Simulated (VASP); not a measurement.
# C in VASP: settings compared, part 2 of 2

VASP 6.6.1. Earlier steps stand in the parts before.

### 3 Electric field gradients, LDA

INCAR

```
SYSTEM = C
PREC = Accurate ; ENCUT = 520
EDIFF = 1E-8 ; ISMEAR = -1
SIGMA = 0.03 ; LREAL = .False.
LASPH = .True. ; NELM = 100
ALGO = Normal ; ISIF = 2
LWAVE = .False. ; LCHARG = .False.
GGA = CA ; LEFG = .True.
NBANDS = 11
```

KPOINTS

```
regular mesh
0
Gamma
  14 14 14
  0 0 0
```

POSCAR

```
C
1.0
    0.0000000000      1.7803725545      1.7803725545
    1.7803725545      0.0000000000      1.7803725545
    1.7803725545      1.7803725545      0.0000000000
C
2
Direct
    0.0000000000      0.0000000000      0.0000000000
    0.2500000000      0.2500000000      0.2500000000
```

Potentials or basis: VASP PAW LDA potentials, release 64 (C).

On the command line:

```console
$ cat potpaw_LDA.64/C/POTCAR > POTCAR
$ mpirun -np 1 vasp_std > vasp.out
```

OUTCAR:

```text
SYSTEM = C
   PREC = Accurate
   ENCUT = 520
   EDIFF = 1E-8
   ISMEAR = -1
   LREAL = .False.
   LASPH = .True.
   NELM = 100
   ISIF = 2
   GGA = CA

 ion  position               nearest neighbor table
   1  0.000  0.000  0.000-   2 1.54   2 1.54   2 1.54   2 1.54
   2  0.250  0.250  0.250-   1 1.54   1 1.54   1 1.54   1 1.54

  LATTYP: Found a face centered cubic cell.
 ALAT       =     3.5607451090

  Lattice vectors:

 A1 = (   0.0000000000,   1.7803725545,   1.7803725545)
 A2 = (   1.7803725545,   0.0000000000,   1.7803725545)
 A3 = (   1.7803725545,   1.7803725545,   0.0000000000)

Analysis of symmetry for initial positions (statically):
=====================================================================
 Subroutine PRICEL returns:
 Original cell was already a primitive cell.

 Routine SETGRP: Setting up the symmetry group for a
 face centered cubic supercell.

 Subroutine GETGRP returns: Found 48 space group operations
[... 524 lines left out ...]
  volume of cell :       11.29
      direct lattice vectors                 reciprocal lattice vectors
     0.000000000  1.780372554  1.780372554    -0.280840096  0.280840096  0.280840096
     1.780372554  0.000000000  1.780372554     0.280840096 -0.280840096  0.280840096
     1.780372554  1.780372554  0.000000000     0.280840096  0.280840096 -0.280840096

 POSITION                                       TOTAL-FORCE (eV/Angst)
 -----------------------------------------------------------------------------------
      0.00000      0.00000      0.00000        -0.000000      0.000000     -0.000000
      0.89019      0.89019      0.89019         0.000000     -0.000000      0.000000
 -----------------------------------------------------------------------------------
    total drift:                                0.000000      0.000000      0.000000

  FREE ENERGIE OF THE ION-ELECTRON SYSTEM (eV)
  ---------------------------------------------------
  free  energy   TOTEN  =       -20.2389180651 eV

  energy  without entropy=      -20.2389180651  energy(sigma->0) =      -20.23891807

 Electric field gradients (V/A^2)
---------------------------------------------------------------------
 ion       V_xx      V_yy      V_zz      V_xy      V_xz      V_yz
---------------------------------------------------------------------
   1       0.000     0.000     0.000    -0.000    -0.000    -0.000
   2       0.000     0.000     0.000    -0.000    -0.000    -0.000
---------------------------------------------------------------------

 Electric field gradients after diagonalization (V/A^2)
 (convention: |V_zz| > |V_xx| > |V_yy|)
----------------------------------------------------------------------
 ion       V_xx      V_yy      V_zz     asymmetry (V_yy - V_xx)/ V_zz
----------------------------------------------------------------------
   1       0.000     0.000    -0.000       0.000
   2       0.000     0.000    -0.000       0.000
----------------------------------------------------------------------

           NMR quadrupolar parameters

 Cq : quadrupolar parameter    Cq=e*Q*V_zz/h
 eta: asymmetry parameters     (V_yy - V_xx)/ V_zz
 Q  : nuclear electric quadrupole moment in mb (millibarn)
----------------------------------------------------------------------
 ion       Cq(MHz)       eta       Q (mb)
----------------------------------------------------------------------
   1      -0.000       0.000       1.000
   2      -0.000       0.000       1.000
----------------------------------------------------------------------
```

OSZICAR:

```text
N       E                     dE             d eps       ncg     rms          rms(c)
DAV:   1    -0.155175495755E+01   -0.15518E+01   -0.47697E+03  2374   0.718E+02
DAV:   2    -0.206593519227E+02   -0.19108E+02   -0.18346E+02  2917   0.124E+02
DAV:   3    -0.210513054453E+02   -0.39195E+00   -0.39109E+00  2672   0.135E+01
DAV:   4    -0.210520383783E+02   -0.73293E-03   -0.73292E-03  2435   0.739E-01
DAV:   5    -0.210520394115E+02   -0.10332E-05   -0.10339E-05  2621   0.259E-02    0.573E+00
DAV:   6    -0.204494063243E+02    0.60263E+00   -0.32085E-01  2351   0.393E+00    0.333E+00
DAV:   7    -0.202390750098E+02    0.21033E+00   -0.38199E-01  2497   0.430E+00    0.723E-01
DAV:   8    -0.202389310924E+02    0.14392E-03   -0.94649E-03  2366   0.798E-01    0.286E-02
DAV:   9    -0.202389164512E+02    0.14641E-04   -0.35780E-05  2606   0.467E-02    0.206E-02
DAV:  10    -0.202389181472E+02   -0.16960E-05   -0.21953E-06  2495   0.121E-02    0.487E-03
DAV:  11    -0.202389180742E+02    0.72947E-07   -0.95560E-08  2555   0.231E-03    0.652E-04
DAV:  12    -0.202389180651E+02    0.91327E-08   -0.20205E-09  1497   0.409E-04
   1 F= -.20238918E+02 E0= -.20238918E+02  d E =-.491901E-11
```

Run time: 12 s. Hardware: 1 thread of Intel Xeon 6975P-C, shared host; peak memory 0.11 GiB.

What came out:

* Free energy: -20.2389 eV
* Pressure: -9.5 GPa
* Band gap on the k mesh: 4.11 eV, indirect (least direct gap 5.56 eV)

Levels at points of the mesh, in eV from the valence-band top:
| k point | band 1 | band 2 | band 3 | band 4 | band 5 | band 6 | band 7 | band 8 |
| --- | --- | --- | --- | --- | --- | --- | --- | --- |
| (0.00, 0.00, 0.00) | -21.39 | 0.00 | 0.00 | 0.00 | 5.56 | 5.56 | 5.56 | 13.67 |
| (0.50, 0.00, 0.00) | -15.52 | -13.41 | -2.80 | -2.80 | 8.40 | 8.40 | 9.08 | 15.45 |
| (0.50, 0.50, 0.00) | -12.64 | -12.64 | -6.32 | -6.32 | 4.72 | 4.72 | 16.70 | 16.70 |

Caveat: without QUAD_EFG the Cq values of the log hold for a quadrupole moment of 1 mb, not for the nuclei.
